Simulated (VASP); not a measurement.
# CuCl (F-43m) in VASP: settings compared, part 2 of 3

VASP 6.6.1. Earlier steps stand in the parts before.

## 4. G0W0 quasiparticle levels, PBE

POSCAR

```
CuCl
1.0
    0.0000000000      2.7100000000      2.7100000000
    2.7100000000      0.0000000000      2.7100000000
    2.7100000000      2.7100000000      0.0000000000
Cu Cl
1 1
Direct
    0.0000000000      0.0000000000      0.0000000000
    0.2500000000      0.2500000000      0.2500000000
```

INCAR.step1

```
SYSTEM = CuCl
PREC     = Accurate       ! precision mode
ENCUT    = 500            ! plane-wave cutoff, eV
EDIFF    = 1E-8           ! SCF threshold, eV
ISMEAR   = 0              ! smearing method
SIGMA    = 0.01           ! smearing width, eV
LREAL    = .FALSE.        ! projectors in reciprocal space
LASPH    = .TRUE.         ! aspherical terms in the spheres
NELM     = 80             ! most SCF steps
ALGO     = Normal         ! electronic algorithm
LWAVE    = .TRUE.         ! write WAVECAR
LCHARG   = .FALSE.        ! write CHGCAR
GGA      = PE             ! functional
```

INCAR.step2

```
SYSTEM = CuCl
PREC     = Accurate       ! precision mode
ENCUT    = 500            ! plane-wave cutoff, eV
EDIFF    = 1E-8           ! SCF threshold, eV
ISMEAR   = 0              ! smearing method
SIGMA    = 0.01           ! smearing width, eV
LREAL    = .FALSE.        ! projectors in reciprocal space
LASPH    = .TRUE.         ! aspherical terms in the spheres
NELM     = 1              ! most SCF steps
ALGO     = Exact          ! electronic algorithm
LWAVE    = .TRUE.         ! write WAVECAR
LCHARG   = .FALSE.        ! write CHGCAR
GGA      = PE             ! functional
NBANDS   = 397            ! bands
LOPTICS  = .TRUE.         ! frequency-dependent dielectric function
ISTART   = 1
```

INCAR.step3

```
SYSTEM = CuCl
PREC     = Accurate       ! precision mode
ENCUT    = 500            ! plane-wave cutoff, eV
EDIFF    = 1E-8           ! SCF threshold, eV
ISMEAR   = 0              ! smearing method
SIGMA    = 0.01           ! smearing width, eV
LREAL    = .FALSE.        ! projectors in reciprocal space
LASPH    = .TRUE.         ! aspherical terms in the spheres
ALGO     = EVGW0          ! electronic algorithm
LWAVE    = .FALSE.        ! write WAVECAR
LCHARG   = .FALSE.        ! write CHGCAR
GGA      = PE             ! functional
NELMGW   = 1            
NBANDS   = 397            ! bands
ENCUTGW  = 180.0          ! cutoff of the response function
NOMEGA   = 48             ! frequency points
PRECFOCK = Fast         
ISTART   = 1            
NBANDSGW = 17
```

KPOINTS

```
regular mesh
0
G
  2 2 2
  0 0 0
```

Potentials or basis: VASP PAW PBE potentials, release 64 (Cu_GW, Cl_GW).

Run with:

```
cat potpaw_PBE.64/Cu_GW/POTCAR potpaw_PBE.64/Cl_GW/POTCAR > POTCAR
cp INCAR.step1 INCAR
mpirun -np 1 vasp_std > vasp.out
cp INCAR.step2 INCAR
mpirun -np 1 vasp_std > vasp.out
cp INCAR.step3 INCAR
mpirun -np 1 vasp_std > vasp.out
```

OUTCAR:

```text
SYSTEM = CuCl
   PREC = Accurate
   ENCUT = 500
   EDIFF = 1E-8
   ISMEAR = 0
   LREAL = .FALSE.
   LASPH = .TRUE.
   GGA = PE
   NELMGW = 1
   ENCUTGW = 180.0
   PRECFOCK = Fast
   ISTART = 1

 ion  position               nearest neighbor table
   1  0.000  0.000  0.000-   2 2.35   2 2.35   2 2.35   2 2.35
   2  0.250  0.250  0.250-   1 2.35   1 2.35   1 2.35   1 2.35

  LATTYP: Found a face centered cubic cell.
 ALAT       =     5.4200000000

  Lattice vectors:

 A1 = (   0.0000000000,   2.7100000000,   2.7100000000)
 A2 = (   2.7100000000,   0.0000000000,   2.7100000000)
 A3 = (   2.7100000000,   2.7100000000,   0.0000000000)

Analysis of symmetry for initial positions (statically):
=====================================================================
 Subroutine PRICEL returns:
 Original cell was already a primitive cell.

 Routine SETGRP: Setting up the symmetry group for a
 face centered cubic supercell.

 Subroutine GETGRP returns: Found 24 space group operations
 (whereof 24 operations were pure point group operations)
[... 118 lines left out ...]
   LORBIT       =      0    0 simple, 1 ext, 2 COOP (PROOUT), +10 PAW based schemes
   GGA     = PE    functional components
   LHFCALC =     T    Hartree Fock is set to
   PRECFOCK=fast      Normal, Fast or Accurate (Low or Medium for compatibility)
   ENCUT4O =  -1.0   cutoff for four orbital integrals eV
   NKREDX  =     1    reduce k-point grid by
   NKREDY  =     1    reduce k-point grid by
   NKREDZ  =     1    reduce k-point grid by
   AEXX    =    1.0000 exact exchange contribution
   HFSCREEN=    0.0000 screening length (either q_TF or 0.3 A-1)
   HFSCREENC=   0.0000 screening length for correlation (either q_TF or 0.3 A-1)
   ENCUTFOCK=  -1.0 apply spherical cutoff to Coloumb kernel
   IVDW    =     0    specifies the selected vdW correction
   LEPSILON=     F    determine dielectric tensor
   LRPA    =     F    only Hartree local field effects (RPA)
   LRPAFORCE           =     F    calculate RPA forces
   ENCUTGW             = 180.0    cutoff for response function in eV
   ENCUTGWSOFT         = 144.0    soft cutoff for Coulomb kernel in GW response function in eV
   ENCUTLF             =  -1.0    cutoff for local field effects
   NELMGW              =     1    number of iterations in solving QP/BSE equation
   NELMHF              =     1    number of iterations in the inner HF iteration
   NKREDLFX            =     1    NKREDLFY  =   1   NKREDLFZ  =   1
 non-spin polarized calculation
 Gauss-broadening in eV      SIGMA  =   0.01
  energy-cutoff  :      500.00
  volume of cell :       39.81
 maximum number of plane-waves:      1008
 NGX is ok and might be reduce to    28
  NGX = 16; NGY = 16; NGZ = 16
   NGX = 13   NGY = 13   NGZ = 13
 maximum number of plane-waves:       229

 QP shifts <psi_nk| G(iteration)W_0 |psi_nk>: iteration 1
 for sc-GW calculations column KS-energies equals QP-energies in previous step
 and V_xc(KS)=  KS-energies - (<T + V_ion + V_H > + <T+V_H+V_ion>^1  + <V_x>^1)

 k-point   1 :       0.0000    0.0000    0.0000
  band No.  KS-energies  QP-energies   sigma(KS)   V_xc(KS)     V^pw_x(r,r')   Z            occupation Imag(sigma)

      1     -13.7555     -14.3743     -15.8824     -14.9016     -24.1383       0.6309       2.0000       1.2937
      2      -1.7574      -2.5761     -16.5581     -15.2945     -21.7283       0.6479       2.0000       0.3465
      3      -1.7574      -2.5761     -16.5581     -15.2945     -21.7283       0.6479       2.0000       0.3465
      4      -1.7574      -2.5761     -16.5581     -15.2945     -21.7283       0.6479       2.0000       0.3465
      5       1.4424       0.7635     -20.0842     -18.9287     -28.5375       0.5875       2.0000       0.0791
      6       1.4424       0.7635     -20.0842     -18.9287     -28.5375       0.5875       2.0000       0.0791
[... 38 lines left out ...]
      3      -1.8512      -2.7674     -15.6907     -14.3146     -19.5791       0.6658       2.0000       0.2386
      4      -1.8512      -2.7674     -15.6907     -14.3146     -19.5791       0.6658       2.0000       0.2386
      5       1.3341       0.6553     -18.8595     -17.7128     -26.9422       0.5920       2.0000       0.1308
      6       1.5639       0.9032     -19.4838     -18.3824     -27.2896       0.5998       2.0000       0.0691
[... 9 lines left out ...]
     16      16.6390      17.0473     -11.8171     -12.4222      -5.8104       0.6749       0.0000      -0.4815
     17      16.6390      17.0473     -11.8171     -12.4222      -5.8104       0.6749       0.0000      -0.4815
```

Wall time 87 s (1 thread of Intel Xeon 8259CL, shared host); peak memory 0.26 GiB.

What came out:

| Property | Result |
| --- | --- |
| Quasiparticle gap | 1.21 eV |
| Least direct quasiparticle gap | 1.21 eV |
| Band gap of the starting levels on the mesh | 0.62 eV |
| Least direct gap of the starting levels on the mesh | 0.62 eV |

Caveat: the k points lie up to 1.00 Å⁻¹ apart; bands, screening cutoff and mesh are small and nothing is extrapolated, so the quasiparticle values aren't converged.

## 5. G0W0 quasiparticle levels, PBE

POSCAR is that of step 4.

INCAR.step1

```
ALGO = Normal ; EDIFF = 1E-8
ENCUT = 500 ; GGA = PE
ISMEAR = 0 ; LASPH = True
LCHARG = False ; LREAL = False
LWAVE = True ; NELM = 100
PREC = Accurate ; SIGMA = 0.01
```

INCAR.step2

```
ALGO = Exact ; EDIFF = 1E-8
ENCUT = 500 ; GGA = PE
ISMEAR = 0 ; ISTART = 1
LASPH = True ; LCHARG = False
LOPTICS = True ; LREAL = False
LWAVE = True ; NBANDS = 733
NELM = 1 ; PREC = Accurate
SIGMA = 0.01
```

INCAR.step3

```
ALGO = EVGW0 ; EDIFF = 1E-8
ENCUT = 500 ; ENCUTGW = 200
GGA = PE ; ISMEAR = 0
ISTART = 1 ; LASPH = True
LCHARG = False ; LREAL = False
LWAVE = False ; NBANDS = 733
NBANDSGW = 17 ; NELMGW = 1
NOMEGA = 48 ; PREC = Accurate
PRECFOCK = Fast ; SIGMA = 0.01
```

KPOINTS

```
k-points
0
Gamma
  6 6 6
```

Potentials or basis: VASP PAW PBE potentials, release 64 (Cu_GW, Cl_GW).

Run with:

```
cat potpaw_PBE.64/Cu_GW/POTCAR potpaw_PBE.64/Cl_GW/POTCAR > POTCAR
cp INCAR.step1 INCAR
mpirun -np 1 vasp_std > vasp.out
cp INCAR.step2 INCAR
mpirun -np 1 vasp_std > vasp.out
cp INCAR.step3 INCAR
mpirun -np 1 vasp_std > vasp.out
```

OUTCAR:

```text
EDIFF = 1E-8
   ENCUT = 500
   ENCUTGW = 200
   GGA = PE
   ISMEAR = 0
   ISTART = 1
   LASPH = True
   LREAL = False
   NELMGW = 1
   PREC = Accurate
   PRECFOCK = Fast

 ion  position               nearest neighbor table
   1  0.000  0.000  0.000-   2 2.35   2 2.35   2 2.35   2 2.35
   2  0.250  0.250  0.250-   1 2.35   1 2.35   1 2.35   1 2.35

  LATTYP: Found a face centered cubic cell.
 ALAT       =     5.4200000000

  Lattice vectors:

 A1 = (   0.0000000000,   2.7100000000,   2.7100000000)
 A2 = (   2.7100000000,   0.0000000000,   2.7100000000)
 A3 = (   2.7100000000,   2.7100000000,   0.0000000000)

Analysis of symmetry for initial positions (statically):
=====================================================================
 Subroutine PRICEL returns:
 Original cell was already a primitive cell.

 Routine SETGRP: Setting up the symmetry group for a
 face centered cubic supercell.

 Subroutine GETGRP returns: Found 24 space group operations
 (whereof 24 operations were pure point group operations)
 out of a pool of 48 trial point group operations.

The static configuration has the point symmetry T_d .

Analysis of symmetry for dynamics (positions and initial velocities):
=====================================================================
 Subroutine PRICEL returns:
 Original cell was already a primitive cell.

 Routine SETGRP: Setting up the symmetry group for a
 face centered cubic supercell.

 Subroutine GETGRP returns: Found 24 space group operations
 (whereof 24 operations were pure point group operations)
 out of a pool of 48 trial point group operations.

The dynamic configuration has the point symmetry T_d .
[... 82 lines left out ...]
   ISTART =      1    job   : 0-new  1-cont  2-samecut
   ICHARG =      0    charge: 1-file 2-atom 10-const
   ISPIN  =      1    spin polarized calculation?
   LNONCOLLINEAR =      F non collinear calculations
   LSORBIT =      F    spin-orbit coupling
   LASPH  =      T    aspherical Exc in radial PAW
   ENCUT  =  500.0 eV  36.75 Ry    6.06 a.u.   6.99  6.99  6.99*2*pi/ulx,y,z
   NELM   =     60;   NELMIN=  2; NELMDL=  0     # of ELM steps
   EDIFF  = 0.1E-07   stopping-criterion for ELM
   LREAL  =      F    real-space projection
   EDIFFG = 0.1E-06   stopping-criterion for IOM
   NSW    =      0    number of steps for IOM
   IBRION =     -1    ionic relax: 0-MD 1-quasi-New 2-CG
   NFREE  =      0    steps in history (QN), initial steepest desc. (CG)
   ISIF   =      0    stress and relaxation
   ISYM   =      3    0-nonsym 1-usesym 2-fastsym
   POTIM  = 0.5000    time-step for ionic-motion
   TEBEG  =    0.0;   TEEND  =   0.0 temperature during run
   PSTRESS=    0.0 pullay stress
   NELECT =      18.0000    total number of electrons
   NUPDOWN=      -1.0000    fix difference up-down
   EMIN   =  10.00;   EMAX   =-10.00  energy-range for DOS
   EFERMI =   0.00;   METHOD = LEGACY
   ISMEAR =     0;   SIGMA  =   0.01  broadening in eV -4-tet -1-fermi 0-gaus
   EFERMI_NEDOS =   21; number of points for ismear=-14 and -15
   IALGO  =     38    algorithm
   IMIX   =      4    mixing-type and parameters
     AMIX     =   0.40;   BMIX     =  1.00
     AMIX_MAG =   1.60;   BMIX_MAG =  1.00
  volume/ion in A,a.u.               =      19.90       134.31
  Fermi-wavevector in a.u.,A,eV,Ry     =   1.256569  2.374571 21.483135  1.578966
  Thomas-Fermi vector in A             =   2.390271
   LORBIT       =      0    0 simple, 1 ext, 2 COOP (PROOUT), +10 PAW based schemes
   GGA     = PE    functional components
   LHFCALC =     T    Hartree Fock is set to
   PRECFOCK=fast      Normal, Fast or Accurate (Low or Medium for compatibility)
   ENCUT4O =  -1.0   cutoff for four orbital integrals eV
   NKREDX  =     1    reduce k-point grid by
   NKREDY  =     1    reduce k-point grid by
   NKREDZ  =     1    reduce k-point grid by
   AEXX    =    1.0000 exact exchange contribution
   HFSCREEN=    0.0000 screening length (either q_TF or 0.3 A-1)
   HFSCREENC=   0.0000 screening length for correlation (either q_TF or 0.3 A-1)
   ENCUTFOCK=  -1.0 apply spherical cutoff to Coloumb kernel
   IVDW    =     0    specifies the selected vdW correction
   LEPSILON=     F    determine dielectric tensor
   LRPA    =     F    only Hartree local field effects (RPA)
   LRPAFORCE           =     F    calculate RPA forces
   ENCUTGW             = 200.0    cutoff for response function in eV
   ENCUTGWSOFT         = 160.0    soft cutoff for Coulomb kernel in GW response function in eV
   ENCUTLF             =  -1.0    cutoff for local field effects
   NELMGW              =     1    number of iterations in solving QP/BSE equation
   NELMHF              =     1    number of iterations in the inner HF iteration
   NKREDLFX            =     1    NKREDLFY  =   1   NKREDLFZ  =   1
 non-spin polarized calculation
 Gauss-broadening in eV      SIGMA  =   0.01
  energy-cutoff  :      500.00
  volume of cell :       39.81
 maximum number of plane-waves:      1020
  NGX = 16; NGY = 16; NGZ = 16
   NGX = 13   NGY = 13   NGZ = 13
 maximum number of plane-waves:       268

 QP shifts <psi_nk| G(iteration)W_0 |psi_nk>: iteration 1
 for sc-GW calculations column KS-energies equals QP-energies in previous step
 and V_xc(KS)=  KS-energies - (<T + V_ion + V_H > + <T+V_H+V_ion>^1  + <V_x>^1)

 k-point   1 :       0.0000    0.0000    0.0000
  band No.  KS-energies  QP-energies   sigma(KS)   V_xc(KS)     V^pw_x(r,r')   Z            occupation Imag(sigma)

      1     -14.0089     -14.8899     -16.3069     -14.9193     -24.1807       0.6349       2.0000       1.2843
      2      -1.9117      -3.1076     -16.9406     -15.2047     -21.1537       0.6889       2.0000       0.2778
      3      -1.9117      -3.1076     -16.9406     -15.2047     -21.1537       0.6889       2.0000       0.2778
      4      -1.9117      -3.1076     -16.9406     -15.2047     -21.1537       0.6889       2.0000       0.2778
      5       1.5358       0.4224     -20.6508     -18.9175     -28.4837       0.6424       2.0000       0.1654
      6       1.5358       0.4224     -20.6508     -18.9175     -28.4837       0.6424       2.0000       0.1654
[... 311 lines left out ...]
      3      -2.4698      -3.7822     -15.6557     -13.8121     -18.8785       0.7119       2.0000       0.2325
      4      -2.1023      -3.4115     -15.8976     -14.0695     -18.9076       0.7162       2.0000       0.1997
      5       1.3651       0.2525     -19.2241     -17.5079     -26.5060       0.6483       2.0000       0.1918
      6       1.4760       0.3885     -20.4170     -18.7235     -28.1522       0.6422       2.0000       0.1787
[... 9 lines left out ...]
     16      16.5747      17.0750     -10.3825     -11.0255      -4.7776       0.7781       0.0000      -0.4864
     17      16.7122      17.4408     -10.9387     -11.8736      -4.9964       0.7793       0.0000      -0.4852
```

It took 59 min on 1 thread of Intel Xeon Platinum 8559C (Emerald Rapids), shared host; peak memory 3.4 GiB.

Results:

- Quasiparticle gap: 1.79 eV
- Least direct quasiparticle gap: 1.79 eV
- Band gap of the starting levels on the mesh: 0.53 eV
- Least direct gap of the starting levels on the mesh: 0.53 eV

Caveat: bands, screening cutoff and mesh are small and nothing is extrapolated, so the quasiparticle values aren't converged.

(Continued in part 3 of 3.)
